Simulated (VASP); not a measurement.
# Au (Cmcm) in VASP: further runs, part 3 of 3

VASP 6.6.1.

## 5. Single point, PBE+U

INCAR

```
  ALGO = Normal
  EDIFF = 1E-6
  ENCUT = 500
  GGA = PE
  GGA_COMPAT = F
  ISIF = 2
  ISMEAR = -1
  LASPH = T
  LCHARG = T
  LDAU = T
  LDAUJ = 0
  LDAUL = 2
  LDAUPRINT = 1
  LDAUTYPE = 2
  LDAUU = 5.6
  LELF = T
  LMAXMIX = 4
  LREAL = F
  LVHAR = T
  LWAVE = F
  NBANDS = 18
  NELM = 200
  PREC = Accurate
  SIGMA = 0.051703999572871064
```

KPOINTS

```
k-points
0
Gamma
  6 6 4
```

POSCAR

```
Au
1.0
    1.4113099650     -2.5559330250      0.0000000000
    1.4113099650      2.5559330250      0.0000000000
    0.0000000000      0.0000000000      4.8931696100
Au
2
Direct
    0.6653279700      0.3346720300      0.2500000000
    0.3346720300      0.6653279700      0.7500000000
```

Potentials or basis: VASP PAW PBE potentials, release 64 (Au).

Launch:

```sh
$ cat potpaw_PBE.64/Au/POTCAR > POTCAR
$ mpirun -np 1 vasp_std > vasp.out
```

OUTCAR:

```text
EDIFF = 1E-6
   ENCUT = 500
   GGA = PE
   ISIF = 2
   ISMEAR = -1
   LASPH = T
   LREAL = F
   NELM = 200
   PREC = Accurate

 ion  position               nearest neighbor table
   1  0.665  0.335  0.250-   2 2.95   2 2.95   2 2.95   2 2.95   2 2.97   2 2.97
   2  0.335  0.665  0.750-   1 2.95   1 2.95   1 2.95   1 2.95   1 2.97   1 2.97

  LATTYP: Found a base centered orthorhombic cell.
 ALAT       =     2.8226199300
 B/A-ratio  =     1.8110359088
 C/A-ratio  =     1.7335559627

  Lattice vectors:

 A1 = (   1.4113099650,  -2.5559330250,   0.0000000000)
 A2 = (   1.4113099650,   2.5559330250,   0.0000000000)
 A3 = (   0.0000000000,   0.0000000000,   4.8931696100)

Analysis of symmetry for initial positions (statically):
=====================================================================
 Subroutine PRICEL returns:
 Original cell was already a primitive cell.

 Routine SETGRP: Setting up the symmetry group for a
 base centered orthorhombic supercell.

 Subroutine GETGRP returns: Found  8 space group operations
 (whereof  4 operations were pure point group operations)
[... 233 lines left out ...]

  energy without entropy =       -1.11256845  energy(sigma->0) =       -1.11616571

 E-fermi :   8.4939     XC(G=0): -12.3774

 val. band max:        8.4839240892   @ k =   0.3333   0.1667   0.2500
 cond. band min:       8.5111929355   @ k =   0.5000   0.5000   0.0000
 fundamental gap:      0.0272688463
 Fermi energy:         8.4938931328

 k-point     1 :       0.0000    0.0000    0.0000
  band No.  band energies     occupation
      1      -0.5165      2.00000
      2       0.6002      2.00000
      3       2.4020      2.00000
      4       2.4570      2.00000
      5       2.7714      2.00000
      6       2.9927      2.00000
[... 481 lines left out ...]
      5       2.6514      2.00000
      6       3.5311      2.00000
[... 10 lines left out ...]
     17      21.4733      0.00000
     18      22.3410      0.00000

 [... further k-points ...]

------------------------ aborting loop because EDIFF is reached ----------------------------------------

  FORCE on cell =-STRESS in cart. coord.  units (eV):
  Direction    XX          YY          ZZ          XY          YZ          ZX
  --------------------------------------------------------------------------------------
  -------------------------------------------------------------------------------------
  Total        1.1043914      0.8340227     -0.7863572      0.0000000      0.0000000      0.0000000
  in kB       50.1235080     37.8526537    -35.6893245      0.0000000      0.0000000      0.0000000
  external PRESSURE =      17.4289457 kB  Pullay stress =       0.0000000 kB

 VOLUME and BASIS-vectors are now :
 -----------------------------------------------------------------------------
  energy-cutoff  :      500.00
  volume of cell :       35.30
      direct lattice vectors                 reciprocal lattice vectors
     1.411309965 -2.555933025  0.000000000     0.354280783 -0.195623279  0.000000000
     1.411309965  2.555933025  0.000000000     0.354280783  0.195623279  0.000000000
     0.000000000  0.000000000  4.893169610     0.000000000  0.000000000  0.204366511

 POSITION                                       TOTAL-FORCE (eV/Angst)
 -----------------------------------------------------------------------------------
      1.41131     -0.84513      1.22329         0.000000      0.014178      0.000000
      1.41131      0.84513      3.66988         0.000000     -0.014178     -0.000000
 -----------------------------------------------------------------------------------
    total drift:                                0.000000      0.000000     -0.000000

  FREE ENERGIE OF THE ION-ELECTRON SYSTEM (eV)
  ---------------------------------------------------
  free  energy   TOTEN  =        -1.1197629696 eV

  energy  without entropy=       -1.1125684527  energy(sigma->0) =       -1.11616571
```

stdout:

```text
POSCAR found type information on POSCAR Au
 POSCAR found :  1 types and       2 ions
 scaLAPACK will be used
 LDA part: xc-table for (Slater+PW92), standard interpolation
 POSCAR, INCAR and KPOINTS ok, starting setup
 FFT: planning ... GRIDC
 FFT: planning ... GRID_SOFT
 FFT: planning ... GRID
 WAVECAR not read
 entering main loop
```

It took 23 s on 1 thread of AMD EPYC 7R43 (Zen 3), shared host; peak memory 0.13 GiB.

What came out:

```yaml
Free_energy: -1.1198 eV
Pressure: 1.7 GPa
Largest_force: 0.014 eV/Å
Band_gap_on_the_k_mesh: zero (bands 11 and 12 overlap by 8.18 eV)
```

Forces on the atoms (eV/Å):
```
Au   0.000  0.014  0.000
Au   0.000 -0.014  0.000
```

Stress tensor (GPa, compression positive):
```
 5.01  0.00  0.00
 0.00  3.79  0.00
 0.00  0.00 -3.57
```

Eigenvalues of the final occupation matrices:
| site | spin | trace | eigenvalues |
| --- | --- | --- | --- |
| site 1 d | 1 | 4.56 | 0.90 0.91 0.91 0.92 0.92 |
| site 1 d | 2 | 4.56 | 0.90 0.91 0.91 0.92 0.92 |
| site 2 d | 1 | 4.56 | 0.90 0.91 0.91 0.92 0.92 |
| site 2 d | 2 | 4.56 | 0.90 0.91 0.91 0.92 0.92 |

Caveat: the k points lie up to 0.42 Å⁻¹ apart, too coarse for converged energies and pressures of a metal; spin-orbit coupling is left out, which moves the levels of the heavy elements; U without spin polarisation on a metal has little footing; the U is typed as a test and isn't derived for this compound.

## 6. Overview

| level | potentials or basis | U | smearing | gap on the mesh (eV) | pressure (GPa) | largest force (eV/Å) |
| --- | --- | --- | --- | --- | --- | --- |
| PBE | VASP PAW PBE potentials, release 64 (Au) | - | tetrahedron | none | 3.9 | - |
| PBE+D4 | VASP PAW PBE potentials, release 64 (Au) | - | gaussian 0.1 eV | none | -2.4 | 0.02 |
| LDA | VASP PAW LDA potentials, release 64 (Au) | - | gaussian 0.1 eV | none | -9.0 | 0.02 |
| PBE+U | VASP PAW PBE potentials, release 64 (Au) | Au d U = 5.6 eV | fermi-dirac 0.051704 eV | none | 1.7 | 0.01 |

Alike in all rows: task single point; no spin polarisation; cell as given; k mesh 6 × 6 × 4; cutoff (eV) 500.

Caveats: all runs use coarse meshes; spin-orbit coupling is left out, which moves the levels of the heavy elements; U without spin polarisation on a metal has little footing (at least some runs); the U is typed as a test and isn't derived for this compound (at least some runs).

Total energies depend on the potentials used, so only differences within one code and one set of settings carry meaning.
